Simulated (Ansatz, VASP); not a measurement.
F: VASP beside Ansatz

```xyz
4
Lattice="2.6009 -1.4719 -0.0067 2.6009 1.4719 -0.0067 -2.0794 0.0000 6.7795" Properties=species:S:1:pos:R:3 pbc="T T T"
F     1.7918    0.0000    2.7225
F     0.2417    0.0000    0.6573
F     1.3305    0.0000    4.0436
F     2.8806    0.0000    6.1088
```

Change from the starting cell: uniaxial_y strain -1.3%.

Alike in both runs: task single point; functional r2SCAN; k mesh 10 × 10 × 4; no spin polarisation.

```csv
,VASP,Ansatz
version,VASP 6.6.1,Ansatz 0.2.0
potentials or method,"VASP PAW PBE potentials, release 64 (F)","plane waves, PAW"
plane-wave cutoff (eV),520,500
occupations,"gaussian, width 0.01 eV",fixed
valence electrons in the cell,28,28
```

Ansatz gave:

```
gap on the k mesh at the Fermi level (eV)                     : 3.49
pressure (GPa)                                                : 0.9
traceless stress, the component that is largest in VASP (GPa) : -0.27
rms of the force components (eV/Å)                            : 0.019
```

Question: What did VASP give for the same quantities?

Answer: gap on the k mesh at the Fermi level (eV): 3.41; pressure (GPa): 1.8; traceless stress, the component that is largest in VASP (GPa): 2.48; rms of the force components (eV/Å): 0.317.

VASP's potentials were made for PBE, not for r2SCAN. Atom by atom the forces differ by 0.336 eV/Å (rms over components).
